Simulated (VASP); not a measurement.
# V (P6_3/mmc) in VASP: single point with r2SCAN

Aim: the single point of V with r2SCAN.

Everything below comes from runs of VASP 6.6.1. Logs are shortened: lines on timing, memory, paths and dates and some standing lists are left out, and cuts for length are marked.

## (1) The cell of the first run

It takes space group P6_3/mmc (No. 194, hexagonal). The conventional cell has a = 3.406 Å, b = 3.406 Å, c = 5.619 Å, α = 90.00°, β = 90.00°, γ = 120.00°. Within 2.8 Å of V (site symmetry 3m) lie 4 V at 2.09 to 2.11 Å.

## (2) Single point, r2SCAN, collinear spin, ferromagnetic start

Contents of POSCAR:

```
V
1.0
    3.4057518926      0.0000000000      0.0000000000
   -1.7028759463      2.9494676580      0.0000000000
    0.0000000000      0.0000000000      5.6194906228
V
4
Direct
    0.3333333333      0.6666666667      0.4375000000
    0.6666666667      0.3333333333      0.9375000000
    0.6666666667      0.3333333333      0.5625000000
    0.3333333333      0.6666666667      0.0625000000
```

Contents of INCAR.step1:

```
SYSTEM = V
PREC     = Accurate       ! precision mode
ENCUT    = 520            ! plane-wave cutoff, eV
ISMEAR   = 0              ! smearing method
SIGMA    = 0.1            ! smearing width, eV
LREAL    = .FALSE.        ! projectors in reciprocal space
LASPH    = .TRUE.         ! aspherical terms in the spheres
NELM     = 150            ! most SCF steps
ISPIN    = 2              ! spin polarisation
MAGMOM   = 2 2 2 2        ! initial moments
LMAXMIX  = 4              ! l up to which the mixer works
NBANDS   = 38             ! bands
GGA      = PE             ! functional
ALGO     = Normal         ! electronic algorithm
EDIFF    = 1E-4           ! SCF threshold, eV
LWAVE    = .TRUE.         ! write WAVECAR
LCHARG   = .FALSE.        ! write CHGCAR
```

Contents of INCAR.step2:

```
SYSTEM = V
PREC     = Accurate       ! precision mode
ENCUT    = 520            ! plane-wave cutoff, eV
EDIFF    = 1E-7           ! SCF threshold, eV
ISMEAR   = 0              ! smearing method
SIGMA    = 0.1            ! smearing width, eV
LREAL    = .FALSE.        ! projectors in reciprocal space
LASPH    = .TRUE.         ! aspherical terms in the spheres
NELM     = 150            ! most SCF steps
ALGO     = Normal         ! electronic algorithm
ISIF     = 2              ! what is computed and relaxed
LWAVE    = .FALSE.        ! write WAVECAR
LCHARG   = .FALSE.        ! write CHGCAR
ISPIN    = 2              ! spin polarisation
MAGMOM   = 2 2 2 2        ! initial moments
LORBIT   = 11             ! projections on sites
LMAXMIX  = 4              ! l up to which the mixer works
METAGGA  = R2SCAN         ! meta-GGA
LMIXTAU  = .TRUE.       
NBANDS   = 38             ! bands
ISTART   = 1
```

Contents of KPOINTS:

```
regular mesh
0
G
  6 6 4
  0 0 0
```

Potentials or basis: VASP PAW PBE potentials, release 64 (V_sv).

Command:

```
> cat potpaw_PBE.64/V_sv/POTCAR > POTCAR
> cp INCAR.step1 INCAR
> mpirun -np 1 vasp_std > vasp.out
> cp INCAR.step2 INCAR
> mpirun -np 1 vasp_std > vasp.out
```

OUTCAR:

```text
SYSTEM = V
   PREC = Accurate
   ENCUT = 520
   EDIFF = 1E-7
   ISMEAR = 0
   LREAL = .FALSE.
   LASPH = .TRUE.
   NELM = 150
   ISIF = 2
   ISPIN = 2
   LORBIT = 11
   METAGGA = R2SCAN
   ISTART = 1

 ion  position               nearest neighbor table
   1  0.333  0.667  0.438-   3 2.09   3 2.09   3 2.09   4 2.11
   2  0.667  0.333  0.938-   4 2.09   4 2.09   4 2.09   3 2.11
   3  0.667  0.333  0.562-   1 2.09   1 2.09   1 2.09   2 2.11
   4  0.333  0.667  0.062-   2 2.09   2 2.09   2 2.09   1 2.11

  LATTYP: Found a hexagonal cell.
 ALAT       =     3.4057518926
 C/A-ratio  =     1.6500000000

  Lattice vectors:

 A1 = (   3.4057518926,   0.0000000000,   0.0000000000)
 A2 = (  -1.7028759463,   2.9494676580,   0.0000000000)
 A3 = (   0.0000000000,   0.0000000000,   5.6194906228)

Analysis of symmetry for initial positions (statically):
=====================================================================
 Subroutine PRICEL returns:
 Original cell was already a primitive cell.

 Routine SETGRP: Setting up the symmetry group for a
 hexagonal supercell.

 Subroutine GETGRP returns: Found 24 space group operations
 (whereof 12 operations were pure point group operations)
 out of a pool of 24 trial point group operations.

The static configuration has the point symmetry D_3d.
 The point group associated with its full space group is D_6h.

Analysis of symmetry for dynamics (positions and initial velocities):
=====================================================================
 Subroutine PRICEL returns:
 Original cell was already a primitive cell.

 Routine SETGRP: Setting up the symmetry group for a
 hexagonal supercell.

 Subroutine GETGRP returns: Found 24 space group operations
 (whereof 12 operations were pure point group operations)
 out of a pool of 24 trial point group operations.

The dynamic configuration has the point symmetry D_3d.
 The point group associated with its full space group is D_6h.

Analysis of structural, dynamic, and magnetic symmetry:
=====================================================================
 Subroutine PRICEL returns:
 Original cell was already a primitive cell.

 Routine SETGRP: Setting up the symmetry group for a
 hexagonal supercell.

 Subroutine GETGRP returns: Found 24 space group operations
 (whereof 12 operations were pure point group operations)
 out of a pool of 24 trial point group operations.

The overall configuration has the point symmetry D_3d.
 The point group associated with its full space group is D_6h.

 Subroutine INISYM returns: Found 24 space group operations
 (whereof 12 operations are pure point group operations),
 and found     1 'primitive' translations

----------------------------------------------------------------------------------------

                                     Primitive cell

  volume of cell :      56.4487

  direct lattice vectors                    reciprocal lattice vectors
     3.405751893  0.000000000  0.000000000     0.293620919  0.169522117  0.000000000
    -1.702875946  2.949467658  0.000000000     0.000000000  0.339044233  0.000000000
     0.000000000  0.000000000  5.619490623     0.000000000  0.000000000  0.177952072

  length of vectors
     3.405751893  3.405751893  5.619490623     0.339044233  0.339044233  0.177952072

  position of ions in fractional coordinates (direct lattice)
     0.333333333  0.666666667  0.437500000
     0.666666667  0.333333333  0.937500000
     0.666666667  0.333333333  0.562500000
     0.333333333  0.666666667  0.062500000

  ion indices of the primitive-cell ions
   primitive index   ion index
                 1           1
                 2           2
                 3           3
                 4           4

----------------------------------------------------------------------------------------

 KPOINTS: regular mesh

Automatic generation of k-mesh.
 Grid dimensions read from file:
 generate k-points for:    6    6    4

 Generating k-lattice:

  Cartesian coordinates                     Fractional coordinates (reciprocal lattice)
     0.048936820  0.028253686  0.000000000     0.166666667  0.000000000  0.000000000
     0.000000000  0.056507372  0.000000000     0.000000000  0.166666667  0.000000000
     0.000000000  0.000000000  0.044488018     0.000000000  0.000000000  0.250000000

  Length of vectors
     0.056507372  0.056507372  0.044488018

  Shift w.r.t. Gamma in fractional coordinates (k-lattice)
     0.000000000  0.000000000  0.000000000

 Subroutine IBZKPT returns following result:
 ===========================================

 Found     21 irreducible k-points:

 Following reciprocal coordinates:
            Coordinates               Weight
  0.000000  0.000000  0.000000      1.000000
  0.166667 -0.000000  0.000000      6.000000
  0.333333 -0.000000  0.000000      6.000000
  0.500000 -0.000000  0.000000      3.000000
  0.166667  0.166667  0.000000      6.000000
  0.333333  0.166667  0.000000     12.000000
[... 13 lines left out ...]
  0.333333  0.166667  0.500000     12.000000
  0.333333  0.333333  0.500000      2.000000
   k-points           NKPTS =     21   k-points in BZ     NKDIM =     21   number of bands    NBANDS=     38
   number of dos      NEDOS =    301   number of ions     NIONS =      4
   total plane-waves  NPLWV =  32928
   dimension x,y,z NGX =    28 NGY =   28 NGZ =   42
   dimension x,y,z NGXF=    56 NGYF=   56 NGZF=   84
   ions per type =               4
   NGX,Y,Z   is equivalent  to a cutoff of  13.67, 13.67, 12.43 a.u.
   NGXF,Y,Z  is equivalent  to a cutoff of  27.34, 27.34, 24.85 a.u.
 SYSTEM =  V
   PREC   = accura    normal or accurate (medium, high low for compatibility)
   ISTART =      1    job   : 0-new  1-cont  2-samecut
   ICHARG =      0    charge: 1-file 2-atom 10-const
   ISPIN  =      2    spin polarized calculation?
   LNONCOLLINEAR =      F non collinear calculations
   LSORBIT =      F    spin-orbit coupling
   LASPH  =      T    aspherical Exc in radial PAW
   ENCUT  =  520.0 eV  38.22 Ry    6.18 a.u.   6.33  6.33 10.45*2*pi/ulx,y,z
   NELM   =    150;   NELMIN=  2; NELMDL=  0     # of ELM steps
   EDIFF  = 0.1E-06   stopping-criterion for ELM
   LREAL  =      F    real-space projection
   EDIFFG = 0.1E-05   stopping-criterion for IOM
   NSW    =      0    number of steps for IOM
   IBRION =     -1    ionic relax: 0-MD 1-quasi-New 2-CG
   NFREE  =      0    steps in history (QN), initial steepest desc. (CG)
   ISIF   =      2    stress and relaxation
   ISYM   =      2    0-nonsym 1-usesym 2-fastsym
   POTIM  = 0.5000    time-step for ionic-motion
   TEBEG  =    0.0;   TEEND  =   0.0 temperature during run
   PSTRESS=    0.0 pullay stress
   NELECT =      52.0000    total number of electrons
   NUPDOWN=      -1.0000    fix difference up-down
   EMIN   =  10.00;   EMAX   =-10.00  energy-range for DOS
   EFERMI =   0.00;   METHOD = LEGACY
   ISMEAR =     0;   SIGMA  =   0.10  broadening in eV -4-tet -1-fermi 0-gaus
   EFERMI_NEDOS =   21; number of points for ismear=-14 and -15
   IALGO  =     38    algorithm
   IMIX   =      4    mixing-type and parameters
     AMIX     =   0.40;   BMIX     =  1.00
     AMIX_MAG =   1.60;   BMIX_MAG =  1.00
  volume/ion in A,a.u.               =      14.11        95.23
  Fermi-wavevector in a.u.,A,eV,Ry     =   1.592911  3.010165 34.522937  2.537364
  Thomas-Fermi vector in A             =   2.691222
   LORBIT       =     11    0 simple, 1 ext, 2 COOP (PROOUT), +10 PAW based schemes
   METAGGA = R2SCAN    functional components
   LHFCALC =     F    Hartree Fock is set to
   AEXX    =    0.0000 exact exchange contribution
   IVDW    =     0    specifies the selected vdW correction
   LEPSILON=     F    determine dielectric tensor
   LRPA    =     F    only Hartree local field effects (RPA)
 spin polarized calculation
 Gauss-broadening in eV      SIGMA  =   0.10
  energy-cutoff  :      520.00
  volume of cell :       56.45
 maximum number of plane-waves:      1535
 NGX is ok and might be reduce to    28
   NGX = 13   NGY = 13   NGZ = 21

 number of electron      52.0000007 magnetization       0.0008138

 number of electron      52.0000007 magnetization      -0.0000715

 Free energy of the ion-electron system (eV)
  ---------------------------------------------------
  ext. energy  EPLUGINS =         0.00000000
  ---------------------------------------------------
  free energy    TOTEN  =       -45.24113479 eV

  energy without entropy =      -45.20381817  energy(sigma->0) =      -45.22247648

 E-fermi :   9.3382     XC(G=0): -13.1856

 val. band max:        9.3163013809   @ k =   0.3333   0.1667   0.0000
 cond. band min:       9.3474388677   @ k =   0.3333   0.1667   0.2500
 fundamental gap:      0.0311374868
 Fermi energy:         9.3382038185

 spin component 1

 k-point     1 :       0.0000    0.0000    0.0000
  band No.  band energies     occupation
      1     -57.2197      1.00000
      2     -56.8723      1.00000
      3     -56.0659      1.00000
      4     -55.6912      1.00000
      5     -30.4736      1.00000
      6     -30.4736      1.00000
[... 30 lines left out ...]
     37      14.6752      0.00000
     38      14.6752      0.00000
[... 818 lines left out ...]
     37      13.9134      0.00000
     38      13.9134      0.00000
 Fermi energy:         9.3382038185

 spin component 2

 k-point     1 :       0.0000    0.0000    0.0000
  band No.  band energies     occupation
      1     -57.2197      1.00000
      2     -56.8723      1.00000
      3     -56.0659      1.00000
      4     -55.6912      1.00000
      5     -30.4736      1.00000
      6     -30.4736      1.00000
[... 30 lines left out ...]
     37      14.6751      0.00000
     38      14.6752      0.00000
[... 818 lines left out ...]
     37      13.9134      0.00000
     38      13.9134      0.00000

------------------------ aborting loop because EDIFF is reached ----------------------------------------

  FORCE on cell =-STRESS in cart. coord.  units (eV):
  Direction    XX          YY          ZZ          XY          YZ          ZX
  --------------------------------------------------------------------------------------
  -------------------------------------------------------------------------------------
  Total       10.0576557     10.0576557      6.6676481     -0.0000000      0.0000000      0.0000000
  in kB      285.4655809    285.4655809    189.2472852     -0.0000000      0.0000000      0.0000000
  external PRESSURE =     253.3928156 kB  Pullay stress =       0.0000000 kB

 VOLUME and BASIS-vectors are now :
 -----------------------------------------------------------------------------
  energy-cutoff  :      520.00
  volume of cell :       56.45
      direct lattice vectors                 reciprocal lattice vectors
     3.405751893  0.000000000  0.000000000     0.293620919  0.169522117  0.000000000
    -1.702875946  2.949467658  0.000000000     0.000000000  0.339044233  0.000000000
     0.000000000  0.000000000  5.619490623     0.000000000  0.000000000  0.177952072

 POSITION                                       TOTAL-FORCE (eV/Angst)
 -----------------------------------------------------------------------------------
     -0.00000      1.96631      2.45853        -0.000000      0.000000     -0.815831
      1.70288      0.98316      5.26827         0.000000      0.000000     -0.815831
      1.70288      0.98316      3.16096         0.000000      0.000000      0.815831
     -0.00000      1.96631      0.35122        -0.000000     -0.000000      0.815831
 -----------------------------------------------------------------------------------
    total drift:                                0.000000     -0.000000      0.000000

  FREE ENERGIE OF THE ION-ELECTRON SYSTEM (eV)
  ---------------------------------------------------
  free  energy   TOTEN  =       -45.2411347894 eV

  energy  without entropy=      -45.2038181740  energy(sigma->0) =      -45.22247648

 total charge

# of ion       s       p       d       tot
------------------------------------------
    1        2.336   6.128   3.796  12.261
    2        2.336   6.128   3.796  12.261
    3        2.336   6.128   3.796  12.261
    4        2.336   6.128   3.796  12.261
--------------------------------------------------
tot          9.344  24.513  15.185  49.042

 magnetization (x)

# of ion       s       p       d       tot
------------------------------------------
    1       -0.000  -0.000  -0.000  -0.000
    2       -0.000  -0.000  -0.000  -0.000
    3       -0.000  -0.000  -0.000  -0.000
    4       -0.000  -0.000  -0.000  -0.000
--------------------------------------------------
tot         -0.000  -0.000  -0.000  -0.000
```

It took 4.5 min on 1 thread of AMD EPYC 9R45 (Zen 5), shared host; peak memory 0.22 GiB.

Results:

- Free energy: -45.2411 eV
- Pressure: 25.3 GPa
- Largest force: 0.816 eV/Å
- Band gap on the k mesh: zero (filled and empty bands overlap)
- Net moment: 0.00 μB per cell
- Valence electrons inside the program's atomic spheres: V 12.26

Forces in eV/Å, atoms in the order of the input:
```
V    0.000  0.000 -0.816
V    0.000  0.000 -0.816
V    0.000  0.000  0.816
V    0.000  0.000  0.816
```

Stress tensor (GPa, compression positive):
```
28.55  0.00  0.00
 0.00 28.55  0.00
 0.00  0.00 18.92
```

Caveat: the PAW data sets were made with another functional, which shifts forces and pressure a little.
